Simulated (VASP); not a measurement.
# H8CO6 in VASP: notebook

The runs below take H8CO6 through single point, with PBE.

All numbers are computed with VASP 6.6.1; they aren't measurements. Logs are shortened: lines on timing, memory, paths and dates and some standing lists are left out, and cuts for length are marked.

### 1 The cell of the first run

The cell holds a disordered packing, 15 atoms: a = 5.412 Å, b = 5.618 Å, c = 5.425 Å, α = 90.00°, β = 90.00°, γ = 90.00°.

### 2 Single point, PBE

Contents of INCAR:

```
  ALGO = Normal
  EDIFF = 1E-6
  ENCUT = 520
  GGA = PE
  ISIF = 2
  ISMEAR = -1
  LASPH = T
  LCHARG = T
  LELF = T
  LREAL = Auto
  LVHAR = T
  LWAVE = F
  NBANDS = 37
  NELM = 100
  PREC = Accurate
  SIGMA = 0.05
```

Contents of KPOINTS:

```
k-points
0
Gamma
  1 1 1
```

Contents of POSCAR:

```
H8CO6
1.0
    5.4117130000      0.0000000000      0.0000000000
    0.0000000000      5.6180870000      0.0000000000
    0.0000000000      0.0000000000      5.4245180000
O H C
6 8 1
Direct
    0.4392878928      0.1008528348      0.2206463321
    0.1433926744      0.8683204799      0.4984405988
    0.7148568300      0.5693397058      0.3677008722
    0.6493507693      0.7819031638      0.8591546751
    0.1595982640      0.5698736954      0.9701875816
   -0.0961433099      0.2580415718      0.8546197100
    0.4927829691      0.0099144068      0.0673423888
    0.3025474559      0.0061230807      0.2974273475
    0.2357479046      0.7991332281      0.6383239949
    0.0432395436      0.7379914195      0.4453667589
    0.6589780352      0.3985876331      0.3771394988
    0.6432159281      0.6414639004      0.2241673822
    0.6391137150      0.6743220602      0.7139251819
    0.8123860227      0.8520159976      0.8100811906
    0.0361068667      0.4073272628      0.9170400024
```

Potentials or basis: VASP PAW PBE potentials, release 64 (O, H, C).

Run with:

```bash
$ cat potpaw_PBE.64/O/POTCAR potpaw_PBE.64/H/POTCAR potpaw_PBE.64/C/POTCAR > POTCAR
$ mpirun -np 1 vasp_gam > vasp.out
```

OUTCAR:

```text
EDIFF = 1E-6
   ENCUT = 520
   GGA = PE
   ISIF = 2
   ISMEAR = -1
   LASPH = T
   LREAL = Auto
   NELM = 100
   PREC = Accurate

 ion  position               nearest neighbor table
   1  0.439  0.101  0.221-   8 1.00   7 1.02
   2  0.143  0.868  0.498-  10 0.96   9 0.99
   3  0.715  0.569  0.368-  12 0.96  11 1.01
   4  0.649  0.782  0.859-  13 0.99  14 1.00
   5  0.160  0.570  0.970-  15 1.17
   6  0.904  0.258  0.855-  15 1.15
   7  0.493  0.010  0.067-   1 1.02
   8  0.303  0.006  0.297-   1 1.00
   9  0.236  0.799  0.638-   2 0.99
  10  0.043  0.738  0.445-   2 0.96
  11  0.659  0.399  0.377-   3 1.01
  12  0.643  0.641  0.224-   3 0.96
  13  0.639  0.674  0.714-   4 0.99
  14  0.812  0.852  0.810-   4 1.00
  15  0.036  0.407  0.917-   6 1.15   5 1.17

  LATTYP: Found a simple orthorhombic cell.
 ALAT       =     5.4117130000
 B/A-ratio  =     1.0023661639
 C/A-ratio  =     1.0381346904

  Lattice vectors:

 A1 = (  -5.4117130000,   0.0000000000,   0.0000000000)
 A2 = (   0.0000000000,   0.0000000000,   5.4245180000)
 A3 = (   0.0000000000,   5.6180870000,   0.0000000000)

Analysis of symmetry for initial positions (statically):
=====================================================================
 Subroutine PRICEL returns:
 Original cell was already a primitive cell.

 Routine SETGRP: Setting up the symmetry group for a
 simple orthorhombic supercell.

 Subroutine GETGRP returns: Found  1 space group operations
 (whereof  1 operations were pure point group operations)
 out of a pool of  8 trial point group operations.

The static configuration has the point symmetry C_1 .

Analysis of symmetry for dynamics (positions and initial velocities):
=====================================================================
 Subroutine PRICEL returns:
 Original cell was already a primitive cell.

 Routine SETGRP: Setting up the symmetry group for a
 simple orthorhombic supercell.

 Subroutine GETGRP returns: Found  1 space group operations
 (whereof  1 operations were pure point group operations)
 out of a pool of  8 trial point group operations.

The dynamic configuration has the point symmetry C_1 .

 Subroutine INISYM returns: Found  1 space group operations
 (whereof  1 operations are pure point group operations),
 and found     1 'primitive' translations

----------------------------------------------------------------------------------------

                                     Primitive cell

  volume of cell :     164.9242

  direct lattice vectors                    reciprocal lattice vectors
     5.411713000  0.000000000  0.000000000     0.184784374  0.000000000  0.000000000
     0.000000000  5.618087000  0.000000000     0.000000000  0.177996532  0.000000000
     0.000000000  0.000000000  5.424518000     0.000000000  0.000000000  0.184348176

  length of vectors
     5.411713000  5.618087000  5.424518000     0.184784374  0.177996532  0.184348176

  position of ions in fractional coordinates (direct lattice)
     0.439287893  0.100852835  0.220646332
     0.143392674  0.868320480  0.498440599
     0.714856830  0.569339706  0.367700872
     0.649350769  0.781903164  0.859154675
     0.159598264  0.569873695  0.970187582
     0.903856690  0.258041572  0.854619710
     0.492782969  0.009914407  0.067342389
     0.302547456  0.006123081  0.297427347
     0.235747905  0.799133228  0.638323995
     0.043239544  0.737991419  0.445366759
     0.658978035  0.398587633  0.377139499
     0.643215928  0.641463900  0.224167382
     0.639113715  0.674322060  0.713925182
     0.812386023  0.852015998  0.810081191
     0.036106867  0.407327263  0.917040002

  ion indices of the primitive-cell ions
   primitive index   ion index
                 1           1
                 2           2
                 3           3
                 4           4
                 5           5
                 6           6
                 7           7
                 8           8
                 9           9
                10          10
                11          11
                12          12
                13          13
                14          14
                15          15

----------------------------------------------------------------------------------------

 KPOINTS: k-points

Automatic generation of k-mesh.
 Grid dimensions read from file:
 generate k-points for:    1    1    1

 Generating k-lattice:

  Cartesian coordinates                     Fractional coordinates (reciprocal lattice)
     0.184784374  0.000000000  0.000000000     1.000000000  0.000000000  0.000000000
     0.000000000  0.177996532  0.000000000     0.000000000  1.000000000  0.000000000
     0.000000000  0.000000000  0.184348176     0.000000000  0.000000000  1.000000000

  Length of vectors
     0.184784374  0.177996532  0.184348176

  Shift w.r.t. Gamma in fractional coordinates (k-lattice)
     0.000000000  0.000000000  0.000000000

 Subroutine IBZKPT returns following result:
 ===========================================

 Found      1 irreducible k-points:

 Following reciprocal coordinates:
            Coordinates               Weight
  0.000000  0.000000  0.000000      1.000000
   k-points           NKPTS =      1   k-points in BZ     NKDIM =      1   number of bands    NBANDS=     37
   number of dos      NEDOS =    301   number of ions     NIONS =     15
   total plane-waves  NPLWV =  67200
   dimension x,y,z NGX =    40 NGY =   42 NGZ =   40
   dimension x,y,z NGXF=    80 NGYF=   84 NGZF=   80
   ions per type =               6   8   1
   NGX,Y,Z   is equivalent  to a cutoff of  12.29, 12.43, 12.26 a.u.
   NGXF,Y,Z  is equivalent  to a cutoff of  24.58, 24.86, 24.52 a.u.
 SYSTEM =  unknown system
   PREC   = accura    normal or accurate (medium, high low for compatibility)
   ISTART =      0    job   : 0-new  1-cont  2-samecut
   ICHARG =      2    charge: 1-file 2-atom 10-const
   ISPIN  =      1    spin polarized calculation?
   LNONCOLLINEAR =      F non collinear calculations
   LSORBIT =      F    spin-orbit coupling
   LASPH  =      T    aspherical Exc in radial PAW
   ENCUT  =  520.0 eV  38.22 Ry    6.18 a.u.  10.06 10.45 10.09*2*pi/ulx,y,z
   NELM   =    100;   NELMIN=  2; NELMDL= -5     # of ELM steps
   EDIFF  = 0.1E-05   stopping-criterion for ELM
   LREAL  =      T    real-space projection
   EDIFFG = 0.1E-04   stopping-criterion for IOM
   NSW    =      0    number of steps for IOM
   IBRION =     -1    ionic relax: 0-MD 1-quasi-New 2-CG
   NFREE  =      0    steps in history (QN), initial steepest desc. (CG)
   ISIF   =      2    stress and relaxation
   ISYM   =      2    0-nonsym 1-usesym 2-fastsym
   POTIM  = 0.5000    time-step for ionic-motion
   TEBEG  =    0.0;   TEEND  =   0.0 temperature during run
   PSTRESS=    0.0 pullay stress
   NELECT =      48.0000    total number of electrons
   NUPDOWN=      -1.0000    fix difference up-down
   EMIN   =  10.00;   EMAX   =-10.00  energy-range for DOS
   EFERMI =   0.00;   METHOD = LEGACY
   ISMEAR =    -1;   SIGMA  =   0.05  broadening in eV -4-tet -1-fermi 0-gaus
   EFERMI_NEDOS =   21; number of points for ismear=-14 and -15
   IALGO  =     38    algorithm
   IMIX   =      4    mixing-type and parameters
     AMIX     =   0.40;   BMIX     =  1.00
     AMIX_MAG =   1.60;   BMIX_MAG =  1.00
  volume/ion in A,a.u.               =      10.99        74.20
  Fermi-wavevector in a.u.,A,eV,Ry     =   1.084910  2.050183 16.014467  1.177030
  Thomas-Fermi vector in A             =   2.221011
   LORBIT       =      0    0 simple, 1 ext, 2 COOP (PROOUT), +10 PAW based schemes
   GGA     = PE    functional components
   LHFCALC =     F    Hartree Fock is set to
   AEXX    =    0.0000 exact exchange contribution
   IVDW    =     0    specifies the selected vdW correction
   LEPSILON=     F    determine dielectric tensor
   LRPA    =     F    only Hartree local field effects (RPA)
 non-spin polarized calculation
  energy-cutoff  :      520.00
  volume of cell :      164.92
 maximum number of plane-waves:      2237
   NGX = 21   NGY = 21   NGZ = 21

 number of electron      48.0000003 magnetization

 Free energy of the ion-electron system (eV)
  ---------------------------------------------------
  ext. energy  EPLUGINS =         0.00000000
  ---------------------------------------------------
  free energy    TOTEN  =       -80.97174740 eV

  energy without entropy =      -80.97174740  energy(sigma->0) =      -80.97174740

 E-fermi :  -1.5004     XC(G=0):  -7.0952

 val. band max:       -2.6925234479   @ k =   0.0000   0.0000   0.0000
 cond. band min:       1.3872056013   @ k =   0.0000   0.0000   0.0000
 fundamental gap:      4.0797290492
 Fermi energy:        -1.5004354244

 k-point     1 :       0.0000    0.0000    0.0000
  band No.  band energies     occupation
      1     -25.7505      2.00000
      2     -24.7104      2.00000
      3     -22.2398      2.00000
      4     -21.8587      2.00000
      5     -21.4927      2.00000
      6     -20.1557      2.00000
      7     -10.2704      2.00000
      8      -9.8820      2.00000
      9      -9.6437      2.00000
     10      -9.3167      2.00000
     11      -9.1800      2.00000
     12      -9.1154      2.00000
     13      -8.8410      2.00000
     14      -8.5861      2.00000
     15      -7.1042      2.00000
     16      -6.0368      2.00000
     17      -5.7856      2.00000
     18      -5.5237      2.00000
     19      -5.4488      2.00000
     20      -4.6919      2.00000
     21      -4.1090      2.00000
     22      -3.8118      2.00000
     23      -3.7251      2.00000
     24      -2.6925      2.00000
     25       1.3872      0.00000
     26       3.2095      0.00000
     27       3.2660      0.00000
     28       5.6510      0.00000
     29       5.8692      0.00000
     30       6.2280      0.00000
     31       6.4025      0.00000
     32       6.9583      0.00000
     33       7.5208      0.00000
     34       7.6771      0.00000
     35       8.3422      0.00000
     36       8.8473      0.00000
 [bands above 36 left out]

------------------------ aborting loop because EDIFF is reached ----------------------------------------

  FORCE on cell =-STRESS in cart. coord.  units (eV):
  Direction    XX          YY          ZZ          XY          YZ          ZX
  --------------------------------------------------------------------------------------
  -------------------------------------------------------------------------------------
  Total        1.7487483      1.5249477     -0.9853883      2.1381925      0.0351854      1.3763295
  in kB       16.9884404     14.8143013     -9.5726817     20.7717466      0.3418132     13.3705299
  external PRESSURE =       7.4100200 kB  Pullay stress =       0.0000000 kB

 VOLUME and BASIS-vectors are now :
 -----------------------------------------------------------------------------
  energy-cutoff  :      520.00
  volume of cell :      164.92
      direct lattice vectors                 reciprocal lattice vectors
     5.411713000  0.000000000  0.000000000     0.184784374  0.000000000  0.000000000
     0.000000000  5.618087000  0.000000000     0.000000000  0.177996532  0.000000000
     0.000000000  0.000000000  5.424518000     0.000000000  0.000000000  0.184348176

 POSITION                                       TOTAL-FORCE (eV/Angst)
 -----------------------------------------------------------------------------------
      2.37730      0.56660      1.19690         0.379813     -0.460839     -1.572703
      0.77600      4.87830      2.70380         0.438153      0.063646      1.390766
      3.86860      3.19860      1.99460         0.375031     -1.716800      1.406912
      3.51410      4.39280      4.66050         1.310992      0.037503     -1.129988
      0.86370      3.20160      5.26280         0.862673      0.600574      0.328263
      4.89141      1.44970      4.63590        -1.086514     -1.737780     -0.460042
      2.66680      0.05570      0.36530        -0.473700      0.778523      1.399357
      1.63730      0.03440      1.61340         0.639697      0.178764     -0.046857
      1.27580      4.48960      3.46260         0.012551      0.539993     -0.430540
      0.23400      4.14610      2.41590        -1.066154     -0.894944     -0.726910
      3.56620      2.23930      2.04580         0.107350      1.105158     -0.571599
      3.48090      3.60380      1.21600        -0.447769      0.151669     -0.778835
      3.45870      3.78840      3.87270        -0.563176      0.168369      0.196073
      4.39640      4.78670      4.39430        -0.947563      0.185014      0.657440
      0.19540      2.28840      4.97450         0.458616      1.001150      0.338663
 -----------------------------------------------------------------------------------
    total drift:                               -0.001501     -0.009133     -0.009733

  FREE ENERGIE OF THE ION-ELECTRON SYSTEM (eV)
  ---------------------------------------------------
  free  energy   TOTEN  =       -80.9717474031 eV

  energy  without entropy=      -80.9717474030  energy(sigma->0) =      -80.97174740
```

Run time: 19 s. Hardware: 1 thread of Intel Xeon 8259CL, shared host; peak memory 0.23 GiB.

Results:

| Quantity | Value |
| --- | --- |
| Free energy | -80.9717 eV |
| Pressure | 0.7 GPa |
| Largest force | 2.251 eV/Å |

Forces in eV/Å, atoms in the order of the input:
```
O    0.380 -0.461 -1.573
O    0.438  0.064  1.391
O    0.375 -1.717  1.407
O    1.311  0.038 -1.130
O    0.863  0.601  0.328
O   -1.087 -1.738 -0.460
H   -0.474  0.779  1.399
H    0.640  0.179 -0.047
H    0.013  0.540 -0.431
H   -1.066 -0.895 -0.727
H    0.107  1.105 -0.572
H   -0.448  0.152 -0.779
H   -0.563  0.168  0.196
H   -0.948  0.185  0.657
C    0.459  1.001  0.339
```

Stress tensor (GPa, compression positive):
```
 1.70  2.08  1.34
 2.08  1.48  0.03
 1.34  0.03 -0.96
```

Caveat: the k points lie up to 1.16 Å⁻¹ apart; the atoms stand as in a frame of molecular dynamics.

### 3 Single point, PBE

This run uses another cell than the first one, of 10.44 Å³/atom.

Contents of INCAR:

```
SYSTEM = H8CO6
PREC = Accurate ; ENCUT = 520
EDIFF = 1E-7 ; ISMEAR = -1
SIGMA = 0.05 ; LREAL = Auto
LASPH = .True. ; NELM = 80
ALGO = Normal ; ISIF = 2
LWAVE = .False. ; LCHARG = .False.
GGA = PE ; NBANDS = 37
```

Contents of KPOINTS:

```
Automatic mesh
0
Gamma
  1 1 1
  0 0 0
```

Contents of POSCAR:

```
H8CO6
1.0
    5.4665340000      0.0000000000      0.0000000000
    0.0000000000      5.5081060000      0.0000000000
    0.0000000000      0.0000000000      5.2027780000
O H C
6 8 1
Direct
    0.4560659460      0.1277390087      0.1808456944
    0.0942461896      0.8881818905      0.5208755784
    0.7529999813      0.4886979299      0.3961153061
    0.6661259218      0.8308663631      0.8203309847
    0.2231029753      0.5694516409      0.9417661103
   -0.0808739139      0.2565673210      0.9230069013
    0.5504401875      0.0383979539      0.0552589405
    0.3380569846      0.0225304306      0.2719700898
    0.2245847186      0.8410150422      0.6345648421
    0.0448913333      0.7392922358      0.4373240603
    0.6539792856      0.3442925753      0.3406257196
    0.6848580838      0.6024575417      0.2665883495
    0.6200089490      0.7046886897      0.6948595539
    0.8181600993      0.9002186959      0.7475621677
    0.0685443464      0.4188009454      0.9403245728
```

Potentials or basis: VASP PAW PBE potentials, release 64 (O, H, C).

Run with:

```bash
$ cat potpaw_PBE.64/O/POTCAR potpaw_PBE.64/H/POTCAR potpaw_PBE.64/C/POTCAR > POTCAR
$ mpirun -np 1 vasp_gam > vasp.out
```

Run time: 22 s. Hardware: 1 thread of Intel Xeon 8259CL, shared host; peak memory 0.23 GiB.

It converged, with:

| Quantity | Value |
| --- | --- |
| Free energy | -81.0623 eV |
| Pressure | -1.2 GPa |
| Largest force | 3.805 eV/Å |

Forces on the atoms (eV/Å):
```
O   -0.525  0.695  1.110
O   -0.027  0.732 -0.602
O   -1.002  0.541 -0.840
O    0.112 -0.153 -0.234
O   -0.836 -0.420  0.287
O    2.513  2.833  0.369
H   -0.004 -0.798 -0.518
H    0.331  0.160 -0.324
H    0.465 -0.116  0.585
H   -0.294 -0.584 -0.198
H    0.301 -0.228  0.327
H    0.444 -0.062  0.335
H    0.358  0.041  0.281
H   -0.314 -0.182 -0.023
C   -1.522 -2.460 -0.553
```

Stress tensor (GPa, compression positive):
```
-2.95 -3.24 -0.64
-3.24 -1.84  0.20
-0.64  0.20  1.23
```

Levels at points of the mesh, in eV from the Fermi level:
```csv
k point,band 22,band 23,band 24,band 25,band 26,band 27
"(0.00, 0.00, 0.00)",-1.54,-1.52,-1.31,3.49,4.93,5.06
```

Caveat: the k points lie up to 1.21 Å⁻¹ apart; the atoms stand as in a frame of molecular dynamics.

### 4 Single point, PBE

This run uses another cell than the first one, of 12.40 Å³/atom.

Contents of INCAR:

```
SYSTEM = H8CO6
  PREC = Accurate
  ENCUT = 520
  EDIFF = 1E-6
  ISMEAR = -1
  SIGMA = 0.05
  LREAL = Auto
  LASPH = .True.
  NELM = 80
  ALGO = Normal
  ISIF = 2
  LWAVE = .False.
  LCHARG = .True.
  GGA = PE
  LELF = .True.
  LVHAR = .True.
  NBANDS = 37
```

KPOINTS is that of step 3.

Contents of POSCAR:

```
H8CO6
1.0
    5.7082670000      0.0000000000      0.0000000000
    0.0000000000      5.7082670000      0.0000000000
    0.0000000000      0.0000000000      5.7082670000
O H C
6 8 1
Direct
    0.3881057268      0.1250310659      0.2499011703
    0.1041839750      0.8025573037      0.5026577204
    0.6797147234      0.5491065469      0.3404926476
    0.5911450647      0.8439153940      0.8815015602
    0.1515489079      0.5512395132      1.0166993838
   -0.0327342327      0.2112548430      0.8801121446
    0.4409915327      0.0266810535      0.1204581893
    0.2832957985      0.0223221118      0.3401424922
    0.0589204251      0.8524513122      0.6587837314
   -0.0289239898      0.7102061561      0.4429956915
    0.5900831970      0.4014637648      0.3339547954
    0.6344953785      0.6319156434      0.1970998115
    0.5322716680      0.7845573675      0.7314732915
    0.7066389386      0.9618637252      0.8398195385
    0.0611659861      0.3800138990      0.9509537316
```

Run with:

```bash
$ cat potpaw_PBE.64/O/POTCAR potpaw_PBE.64/H/POTCAR potpaw_PBE.64/C/POTCAR > POTCAR
$ mpirun -np 1 vasp_gam > vasp.out
```

It took 27 s on 1 thread of Intel Xeon 8259CL, shared host; peak memory 0.24 GiB.

The run converged. Its results:

| Quantity | Value |
| --- | --- |
| Free energy | -81.4230 eV |
| Pressure | -0.3 GPa |
| Largest force | 0.480 eV/Å |

Forces in eV/Å, atoms in the order of the input:
```
O    0.007  0.252  0.111
O   -0.039 -0.032 -0.026
O    0.009 -0.009 -0.155
O   -0.091 -0.108 -0.129
O    0.229  0.402  0.069
O   -0.199 -0.388 -0.199
H    0.095 -0.180 -0.188
H   -0.090 -0.088  0.081
H   -0.019  0.022  0.045
H    0.041 -0.012  0.015
H    0.010  0.056  0.025
H   -0.020 -0.005  0.085
H   -0.008  0.001  0.130
H    0.099  0.106  0.015
C   -0.025 -0.016  0.121
```

Stress tensor (GPa, compression positive):
```
-0.01 -0.32 -0.47
-0.32 -0.26  0.08
-0.47  0.08 -0.57
```

Levels at points of the mesh, in eV from the Fermi level:
```tsv
k point	band 22	band 23	band 24	band 25	band 26	band 27
(0.00, 0.00, 0.00)	-1.66	-1.41	-1.24	3.39	5.15	5.25
```

Caveat: the k points lie up to 1.10 Å⁻¹ apart.

(Part 1 of 2 ends here.)
